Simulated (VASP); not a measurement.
A run of VASP 6.6.1 is set up as follows.

Contents of POSCAR:

```
CuI
1.0
    0.0000000000      2.8561103336      2.8561103336
    2.8561103336      0.0000000000      2.8561103336
    2.8561103336      2.8561103336      0.0000000000
Cu I
1 1
Direct
    0.0000000000      0.0000000000      0.0000000000
    0.5000000000      0.5000000000      0.5000000000
```

INCAR.step1

```
SYSTEM = CuI
  PREC = Accurate
  ENCUT = 520
  EDIFF = 1E-5
  ISMEAR = -1
  SIGMA = 0.02
  LREAL = .False.
  LASPH = .True.
  NELM = 100
  ALGO = Normal
  ISIF = 2
  LWAVE = .True.
  LCHARG = .False.
  GGA = PE
  NBANDS = 16
```

File INCAR.step2:

```
SYSTEM = CuI
  PREC = Accurate
  ENCUT = 520
  EDIFF = 1E-6
  ISMEAR = -1
  SIGMA = 0.02
  LREAL = .False.
  LASPH = .True.
  NELM = 100
  ALGO = Normal
  ISIF = 2
  LWAVE = .False.
  LCHARG = .False.
  GGA = PE
  LHFCALC = .True.
  HFSCREEN = 0.2079
  PRECFOCK = Normal
  ISTART = 1
  NBANDS = 16
```

File KPOINTS:

```
Automatic mesh
0
Gamma
  4 4 4
  0 0 0
```

Potentials or basis: VASP PAW PBE potentials, release 64 (Cu, I).

Command:

```bash
$ cat potpaw_PBE.64/Cu/POTCAR potpaw_PBE.64/I/POTCAR > POTCAR
$ cp INCAR.step1 INCAR
$ mpirun -np 1 vasp_std > vasp.out
$ cp INCAR.step2 INCAR
$ mpirun -np 1 vasp_std > vasp.out
```

(1) Estimate the pressure.

(2) Estimate the band gap on the k mesh.

Answers

(1) 1.6 GPa.

(2) 0.91 eV, indirect (least direct gap 3.08 eV).

Caveat: the k points lie up to 0.48 Å⁻¹ apart; the PAW data sets were made with another functional, which shifts forces and pressure a little; spin-orbit coupling is left out, which moves the levels of the heavy elements.
